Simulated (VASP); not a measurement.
Fe, 1 atom in the cell. It takes space group Im-3m (No. 229, cubic). Conventional cell: a = 2.723 Å, b = 2.723 Å, c = 2.723 Å, α = 90.00°, β = 90.00°, γ = 90.00°. Fe (site symmetry m-3m) has 14 Fe at 2.36 to 2.72 Å within 3.1 Å. 

- Program: VASP 6.6.1
- Task: relaxation of cell and atoms
- Functional: PBEsol
- Dispersion: D3(BJ)
- Potentials or basis: VASP PAW PBE potentials, release 64 (Fe)
- Cutoff: 600 eV
- k mesh: 22 × 22 × 22
- Occupations: gaussian, width 0.1 eV
- Spin: collinear spin, ferromagnetic start
- Starting moments: [2.2] μB
- Target pressure: 12.5 GPa
- Dipole correction: no
- Further INCAR settings: ALGO = Normal; EDIFF = 1e-07; IBRION = 2; EDIFFG = -0.002; NSW = 100; ISIF = 3

Potentials or basis: VASP PAW PBE potentials, release 64 (Fe).

Launch:

```console
$ cat potpaw_PBE.64/Fe/POTCAR > POTCAR
$ mpirun -np 1 vasp_std > vasp.out
```

Hardware: 1 thread of Oxide Virtual Turin-like Processor, on a shared host.

Estimate the wall time of this run.

It took 3.6 min on 1 thread of Oxide Virtual Turin-like Processor, on a shared host, peak memory 0.17 GiB. Counts: scf iterations 28, k points 328, ion steps 3.
